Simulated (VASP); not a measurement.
# MgW (P1) in VASP: single point with r2SCAN

Aim: the single point of MgW with r2SCAN.

Program: VASP 6.6.1. These are calculated values, not measurements. Logs are shortened: lines on timing, memory, paths and dates and some standing lists are left out, and cuts for length are marked.

## Step 1: The cell of the first run

The typed cell holds 8 atoms: a = 6.981 Å, b = 5.853 Å, c = 6.892 Å, α = 89.84°, β = 92.12°, γ = 89.41°.

## Step 2: Single point, r2SCAN

POSCAR reads:

```
MgW
1.0
    4.8313510000      0.0358010000     -5.0394940000
    0.0275250000      5.8532640000     -0.0151620000
    4.7956200000      0.0097180000      4.9500520000
W Mg
4 4
Direct
    0.3554550000      0.1917070000      0.6297190000
    0.8630560000      0.1344830000      0.1698670000
    0.1412590000      0.7977080000      0.8785720000
    0.6155610000      0.7959540000      0.3527960000
    0.1511200000      0.6579500000      0.3823430000
    0.6351850000      0.7562530000      0.8978940000
    0.3724960000      0.3501140000      0.1319460000
    0.8944330000      0.3401040000      0.6013420000
```

INCAR.step1 reads:

```
SYSTEM = MgW
  PREC = Accurate
  ENCUT = 520
  ISMEAR = -1
  SIGMA = 0.1
  LREAL = .False.
  LASPH = .True.
  NELM = 80
  NBANDS = 42
  GGA = PE
  ALGO = Normal
  EDIFF = 1E-4
  LWAVE = .True.
  LCHARG = .False.
```

INCAR.step2 reads:

```
SYSTEM = MgW
  PREC = Accurate
  ENCUT = 520
  EDIFF = 1E-6
  ISMEAR = -1
  SIGMA = 0.1
  LREAL = .False.
  LASPH = .True.
  NELM = 80
  ALGO = Normal
  ISIF = 2
  LWAVE = .False.
  LCHARG = .False.
  METAGGA = R2SCAN
  LMIXTAU = .True.
  NBANDS = 42
  ISTART = 1
```

KPOINTS reads:

```
Automatic mesh
0
Gamma
  3 3 3
  0 0.5 0.5
```

Potentials or basis: VASP PAW PBE potentials, release 64 (W_sv, Mg).

Launch:

```
> cat potpaw_PBE.64/W_sv/POTCAR potpaw_PBE.64/Mg/POTCAR > POTCAR
> cp INCAR.step1 INCAR
> mpirun -np 1 vasp_std > vasp.out
> cp INCAR.step2 INCAR
> mpirun -np 1 vasp_std > vasp.out
```

OUTCAR:

```text
SYSTEM = MgW
   PREC = Accurate
   ENCUT = 520
   EDIFF = 1E-6
   ISMEAR = -1
   LREAL = .False.
   LASPH = .True.
   NELM = 80
   ISIF = 2
   METAGGA = R2SCAN
   ISTART = 1

 ion  position               nearest neighbor table
   1  0.355  0.192  0.630-   3 3.28   8 3.32   5 3.48   7 3.56
   2  0.863  0.134  0.170-   4 2.95   8 3.21   6 3.29   3 3.45
   3  0.141  0.798  0.879-   1 3.28   6 3.45   2 3.45   7 3.49   5 3.52   6 3.55   5 3.56
   4  0.616  0.796  0.353-   2 2.95   6 3.15   5 3.36   7 3.45
   5  0.151  0.658  0.382-   7 2.96   8 3.03   4 3.36   1 3.48   3 3.52   3 3.56
   6  0.635  0.756  0.898-   4 3.15   2 3.29   7 3.45   3 3.45   3 3.55
   7  0.372  0.350  0.132-   5 2.96   6 3.45   4 3.45   3 3.49   1 3.56
   8  0.894  0.340  0.601-   5 3.03   2 3.21   1 3.32

  LATTYP: Found a triclinic cell.
 ALAT       =     9.0644101871
 B/A-ratio  =     0.6457506042
 C/A-ratio  =     0.7603476250
 COS(alpha) =     0.0028216032
 COS(beta)  =     0.0302517787
 COS(gamma) =     0.6378545064

  Lattice vectors:

 A1 = (   4.8038260000,  -5.8174630000,  -5.0243320000)
 A2 = (  -0.0275250000,  -5.8532640000,   0.0151620000)
 A3 = (  -4.7956200000,  -0.0097180000,  -4.9500520000)

Analysis of symmetry for initial positions (statically):
=====================================================================
 Subroutine PRICEL returns:
 Original cell was already a primitive cell.

 Routine SETGRP: Setting up the symmetry group for a
 triclinic supercell.

 Subroutine GETGRP returns: Found  1 space group operations
 (whereof  1 operations were pure point group operations)
 out of a pool of  2 trial point group operations.

The static configuration has the point symmetry C_1 .

Analysis of symmetry for dynamics (positions and initial velocities):
=====================================================================
 Subroutine PRICEL returns:
 Original cell was already a primitive cell.

 Routine SETGRP: Setting up the symmetry group for a
 triclinic supercell.

 Subroutine GETGRP returns: Found  1 space group operations
 (whereof  1 operations were pure point group operations)
 out of a pool of  2 trial point group operations.

The dynamic configuration has the point symmetry C_1 .

 Subroutine INISYM returns: Found  1 space group operations
 (whereof  1 operations are pure point group operations),
 and found     1 'primitive' translations

----------------------------------------------------------------------------------------

                                     Primitive cell

  volume of cell :     281.4340

  direct lattice vectors                    reciprocal lattice vectors
     4.831351000  0.035801000 -5.039494000     0.102951697 -0.000742488 -0.099738346
     0.027525000  5.853264000 -0.015162000    -0.000803707  0.170849776  0.000443219
     4.795620000  0.009718000  4.950052000     0.104809459 -0.000232591  0.100478929

  length of vectors
     6.981384818  5.853348355  6.892102758     0.143343437  0.170852241  0.145193292

  position of ions in fractional coordinates (direct lattice)
     0.355455000  0.191707000  0.629719000
     0.863056000  0.134483000  0.169867000
     0.141259000  0.797708000  0.878572000
     0.615561000  0.795954000  0.352796000
     0.151120000  0.657950000  0.382343000
     0.635185000  0.756253000  0.897894000
     0.372496000  0.350114000  0.131946000
     0.894433000  0.340104000  0.601342000

  ion indices of the primitive-cell ions
   primitive index   ion index
                 1           1
                 2           2
                 3           3
                 4           4
                 5           5
                 6           6
                 7           7
                 8           8

----------------------------------------------------------------------------------------

 KPOINTS: Automatic mesh

Automatic generation of k-mesh.
 Grid dimensions read from file:
 generate k-points for:    3    3    3

 Generating k-lattice:

  Cartesian coordinates                     Fractional coordinates (reciprocal lattice)
     0.034317232 -0.000247496 -0.033246115     0.333333333  0.000000000  0.000000000
    -0.000267902  0.056949925  0.000147740     0.000000000  0.333333333  0.000000000
     0.034936486 -0.000077530  0.033492976     0.000000000  0.000000000  0.333333333

  Length of vectors
     0.047781146  0.056950747  0.048397764

  Shift w.r.t. Gamma in fractional coordinates (k-lattice)
     0.000000000  0.500000000  0.500000000

 Subroutine IBZKPT returns following result:
 ===========================================

 Found     14 irreducible k-points:

 Following reciprocal coordinates:
            Coordinates               Weight
 -0.000000  0.166667  0.166667      2.000000
  0.333333  0.166667  0.166667      2.000000
 -0.333333  0.166667  0.166667      2.000000
 -0.000000  0.500000  0.166667      2.000000
  0.333333  0.500000  0.166667      2.000000
 -0.333333  0.500000  0.166667      2.000000
  0.000000 -0.166667  0.166667      2.000000
  0.333333 -0.166667  0.166667      2.000000
 -0.333333 -0.166667  0.166667      2.000000
  0.000000  0.166667  0.500000      2.000000
  0.333333  0.166667  0.500000      2.000000
 -0.333333  0.166667  0.500000      2.000000
  0.000000  0.500000  0.500000      1.000000
  0.333333  0.500000  0.500000      2.000000
   k-points           NKPTS =     14   k-points in BZ     NKDIM =     14   number of bands    NBANDS=     42
   number of dos      NEDOS =    301   number of ions     NIONS =      8
   total plane-waves  NPLWV = 139968
   dimension x,y,z NGX =    54 NGY =   48 NGZ =   54
   dimension x,y,z NGXF=   108 NGYF=   96 NGZF=  108
   ions per type =               4   4
   NGX,Y,Z   is equivalent  to a cutoff of  12.86, 13.63, 13.03 a.u.
   NGXF,Y,Z  is equivalent  to a cutoff of  25.72, 27.27, 26.05 a.u.
 SYSTEM =  MgW
   PREC   = accura    normal or accurate (medium, high low for compatibility)
   ISTART =      1    job   : 0-new  1-cont  2-samecut
   ICHARG =      0    charge: 1-file 2-atom 10-const
   ISPIN  =      1    spin polarized calculation?
   LNONCOLLINEAR =      F non collinear calculations
   LSORBIT =      F    spin-orbit coupling
   LASPH  =      T    aspherical Exc in radial PAW
   ENCUT  =  520.0 eV  38.22 Ry    6.18 a.u.  12.98 10.88 12.81*2*pi/ulx,y,z
   NELM   =     80;   NELMIN=  2; NELMDL=  0     # of ELM steps
   EDIFF  = 0.1E-05   stopping-criterion for ELM
   LREAL  =      F    real-space projection
   EDIFFG = 0.1E-04   stopping-criterion for IOM
   NSW    =      0    number of steps for IOM
   IBRION =     -1    ionic relax: 0-MD 1-quasi-New 2-CG
   NFREE  =      0    steps in history (QN), initial steepest desc. (CG)
   ISIF   =      2    stress and relaxation
   ISYM   =      2    0-nonsym 1-usesym 2-fastsym
   POTIM  = 0.5000    time-step for ionic-motion
   TEBEG  =    0.0;   TEEND  =   0.0 temperature during run
   PSTRESS=    0.0 pullay stress
   NELECT =      64.0000    total number of electrons
   NUPDOWN=      -1.0000    fix difference up-down
   EMIN   =  10.00;   EMAX   =-10.00  energy-range for DOS
   EFERMI =   0.00;   METHOD = LEGACY
   ISMEAR =    -1;   SIGMA  =   0.10  broadening in eV -4-tet -1-fermi 0-gaus
   EFERMI_NEDOS =   21; number of points for ismear=-14 and -15
   IALGO  =     38    algorithm
   IMIX   =      4    mixing-type and parameters
     AMIX     =   0.40;   BMIX     =  1.00
     AMIX_MAG =   1.60;   BMIX_MAG =  1.00
  volume/ion in A,a.u.               =      35.18       237.40
  Fermi-wavevector in a.u.,A,eV,Ry     =   0.999254  1.888317 13.585538  0.998509
  Thomas-Fermi vector in A             =   2.131532
   LORBIT       =      0    0 simple, 1 ext, 2 COOP (PROOUT), +10 PAW based schemes
   METAGGA = R2SCAN    functional components
   LHFCALC =     F    Hartree Fock is set to
   AEXX    =    0.0000 exact exchange contribution
   IVDW    =     0    specifies the selected vdW correction
   LEPSILON=     F    determine dielectric tensor
   LRPA    =     F    only Hartree local field effects (RPA)
 non-spin polarized calculation
  energy-cutoff  :      520.00
  volume of cell :      281.43
 maximum number of plane-waves:      7588
 NGX is ok and might be reduce to    54
   NGX = 25   NGY = 21   NGZ = 25

 number of electron      63.9999998 magnetization

 Free energy of the ion-electron system (eV)
  ---------------------------------------------------
  ext. energy  EPLUGINS =         0.00000000
  ---------------------------------------------------
  free energy    TOTEN  =      -197.85950778 eV

  energy without entropy =     -197.44200614  energy(sigma->0) =     -197.65075696

 E-fermi :   1.4532     XC(G=0):  -8.9548

 val. band max:        1.4471332565   @ k =   0.0000  -0.1667   0.1667
 cond. band min:       1.4626241968   @ k =  -0.0000   0.5000   0.1667
 fundamental gap:      0.0154909403
 Fermi energy:         1.4532440389

 k-point     1 :      -0.0000    0.1667    0.1667
  band No.  band energies     occupation
      1     -75.0408      2.00000
      2     -75.0317      2.00000
      3     -74.9380      2.00000
      4     -74.9034      2.00000
      5     -38.5230      2.00000
      6     -38.5148      2.00000
[... 34 lines left out ...]
     41       2.9903      0.00000
     42       3.1767      0.00000

 k-point     2 :       0.3333    0.1667    0.1667
  band No.  band energies     occupation
      1     -75.0408      2.00000
      2     -75.0317      2.00000
      3     -74.9380      2.00000
      4     -74.9034      2.00000
      5     -38.5230      2.00000
      6     -38.5148      2.00000
[... 34 lines left out ...]
     41       3.0301      0.00000
     42       3.2964      0.00000

 k-point     3 :      -0.3333    0.1667    0.1667
  band No.  band energies     occupation
      1     -75.0408      2.00000
      2     -75.0317      2.00000
      3     -74.9380      2.00000
      4     -74.9034      2.00000
      5     -38.5230      2.00000
      6     -38.5149      2.00000
[... 447 lines left out ...]
      4     -74.9034      2.00000
      5     -38.5228      2.00000
      6     -38.5149      2.00000
[... 34 lines left out ...]
     41       3.2058      0.00000
     42       3.3823      0.00000

 k-point    14 :       0.3333    0.5000    0.5000
  band No.  band energies     occupation
      1     -75.0408      2.00000
      2     -75.0317      2.00000
      3     -74.9380      2.00000
      4     -74.9034      2.00000
      5     -38.5229      2.00000
      6     -38.5149      2.00000
[... 34 lines left out ...]
     41       2.6302      0.00002
     42       3.0213      0.00000

------------------------ aborting loop because EDIFF is reached ----------------------------------------

  FORCE on cell =-STRESS in cart. coord.  units (eV):
  Direction    XX          YY          ZZ          XY          YZ          ZX
  --------------------------------------------------------------------------------------
  -------------------------------------------------------------------------------------
  Total      -27.4085628    -37.9623110    -38.3126308     -0.3981622      2.3644978      0.6692013
  in kB     -156.0343703   -216.1158661   -218.1102036     -2.2667001     13.4608636      3.8097002
  external PRESSURE =    -196.7534800 kB  Pullay stress =       0.0000000 kB

 VOLUME and BASIS-vectors are now :
 -----------------------------------------------------------------------------
  energy-cutoff  :      520.00
  volume of cell :      281.43
      direct lattice vectors                 reciprocal lattice vectors
     4.831351000  0.035801000 -5.039494000     0.102951697 -0.000742488 -0.099738346
     0.027525000  5.853264000 -0.015162000    -0.000803707  0.170849776  0.000443219
     4.795620000  0.009718000  4.950052000     0.104809459 -0.000232591  0.100478929

 POSITION                                       TOTAL-FORCE (eV/Angst)
 -----------------------------------------------------------------------------------
      4.74250      1.14096      1.32292        -0.230875     -2.363567      0.760249
      4.98805      0.81971     -3.51055        -0.474756     -3.380668      1.252812
      4.91773      4.68279      3.62501         0.116578      2.316877     -0.565986
      4.68778      4.68440     -1.36783         0.391045      3.041577     -1.331616
      2.58180      3.86028      1.12107         0.077545      0.909776      0.232042
      7.39558      4.45801      1.23214         0.033833      0.474299      0.112756
      2.44206      2.06393     -1.22936         0.074125     -0.563846     -0.545443
      7.21449      2.02858     -1.53597         0.012504     -0.434448      0.085186
 -----------------------------------------------------------------------------------
    total drift:                               -0.000651     -0.000218      0.000998

  FREE ENERGIE OF THE ION-ELECTRON SYSTEM (eV)
  ---------------------------------------------------
  free  energy   TOTEN  =      -197.8595077810 eV

  energy  without entropy=     -197.4420061378  energy(sigma->0) =     -197.65075696
```

Wall time 17 min (1 thread of Intel Xeon Platinum 8259CL at 2.50GHz (Skylake/Cascade Lake), shared host); peak memory 0.44 GiB.

Results:

```
Free energy            : -197.8595 eV
Pressure               : -19.7 GPa
Largest force          : 3.636 eV/Å
Band gap on the k mesh : zero (bands 32 and 33 overlap by 0.12 eV)
```

Forces on the atoms (eV/Å):
```
W   -0.231 -2.364  0.760
W   -0.475 -3.381  1.253
W    0.117  2.317 -0.566
W    0.391  3.042 -1.332
Mg   0.078  0.910  0.232
Mg   0.034  0.474  0.113
Mg   0.074 -0.564 -0.545
Mg   0.013 -0.434  0.085
```

Stress tensor (GPa, compression positive):
```
-15.60  -0.23   0.38
 -0.23 -21.61   1.35
  0.38   1.35 -21.81
```

Levels at points of the mesh, in eV from the Fermi level:
```
           k point  band 29  band 30  band 31  band 32  band 33  band 34  band 35  band 36
(0.00, 0.50, 0.50)    -0.55    -0.46    -0.30    -0.20    -0.06     0.12     0.30     0.40
```

Caveat: the stress differs along the axes, from -22 to -16 GPa; the PAW data sets were made with another functional, which shifts forces and pressure a little; spin-orbit coupling is left out, which moves the levels of the heavy elements.
